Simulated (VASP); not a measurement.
Input of a VASP 6.6.1 run:

The input POSCAR:

```
KCdCO3F
1.0
    5.0419772646      0.0000000000      0.0000000000
   -2.5209886323      4.3664803965      0.0000000000
    0.0000000000      0.0000000000      4.4240353741
K Cd C O F
1 1 1 3 1
Direct
    0.0000000000      0.0000000000      0.0000000000
    0.6666666667      0.3333333333      0.5000000000
    0.3333333333      0.6666666667      0.5000000000
    0.1864152458      0.3728304915      0.5000000000
    0.1864152458      0.8135847542      0.5000000000
    0.6271695085      0.8135847542      0.5000000000
    0.6666666667      0.3333333333      0.0000000000
```

The input INCAR.step1:

```
SYSTEM = KCdCO3F
  PREC = Accurate
  ENCUT = 520
  ISMEAR = 0
  SIGMA = 0.02
  LREAL = .False.
  LASPH = .True.
  NELM = 80
  NBANDS = 34
  GGA = PE
  ALGO = Normal
  EDIFF = 1E-4
  LWAVE = .True.
  LCHARG = .False.
```

Contents of INCAR.step2:

```
SYSTEM = KCdCO3F
  PREC = Accurate
  ENCUT = 520
  EDIFF = 1E-6
  ISMEAR = 0
  SIGMA = 0.02
  LREAL = .False.
  LASPH = .True.
  NELM = 80
  ALGO = Normal
  ISIF = 2
  LWAVE = .False.
  LCHARG = .False.
  METAGGA = R2SCAN
  LMIXTAU = .True.
  NBANDS = 34
  ISTART = 1
```

The input KPOINTS:

```
regular mesh
0
Gamma
  6 6 6
  0 0 0
```

Potentials or basis: VASP PAW PBE potentials, release 64 (K_sv, Cd, C, O, F).

The run is started by

```sh
$ cat potpaw_PBE.64/K_sv/POTCAR potpaw_PBE.64/Cd/POTCAR potpaw_PBE.64/C/POTCAR potpaw_PBE.64/O/POTCAR potpaw_PBE.64/F/POTCAR > POTCAR
$ cp INCAR.step1 INCAR
$ mpirun -np 1 vasp_std > vasp.out
$ cp INCAR.step2 INCAR
$ mpirun -np 1 vasp_std > vasp.out
```

(1) Predict the band gap on the k mesh.

(2) Predict the pressure.

(3) Estimate the largest force.

## Answers

(1) 2.64 eV.

(2) 1.1 GPa.

(3) 0.357 eV/Å.

Caveat: the PAW data sets were made with another functional, which shifts forces and pressure a little.
